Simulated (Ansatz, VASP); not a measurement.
# Tl in VASP and in Ansatz

```
Tl
1.0
     0.00000    3.47720    3.47720
     3.47720    0.00000    3.47720
     3.47720    3.47720    0.00000
Tl
2
Cartesian
  0.8693 0.8693 0.8693
  6.0851 6.0851 6.0851
```

Alike in both runs: functional r2SCAN; k mesh 8 × 8 × 8; occupations fermi-dirac, width 0.1 eV; no spin polarisation.

Ansatz relaxed the structure, and its values are those at the end. VASP's run is a single point on that final structure, the one shown.

```csv
,VASP,Ansatz
version,VASP 6.6.1,Ansatz 0.2.0
potentials or method,"VASP PAW PBE potentials, release 64 (Tl_d), cutoff 550 eV","plane waves (500 eV) with PAW, scalar-relativistic"
valence electrons in the cell,26,26
```

|  | VASP | Ansatz | Ansatz less VASP |
| --- | --- | --- | --- |
| pressure (GPa) | 0.0 | 0.0 | +0.01 |

VASP's potentials were made for PBE, not for r2SCAN.

Neither program's run includes spin-orbit coupling.
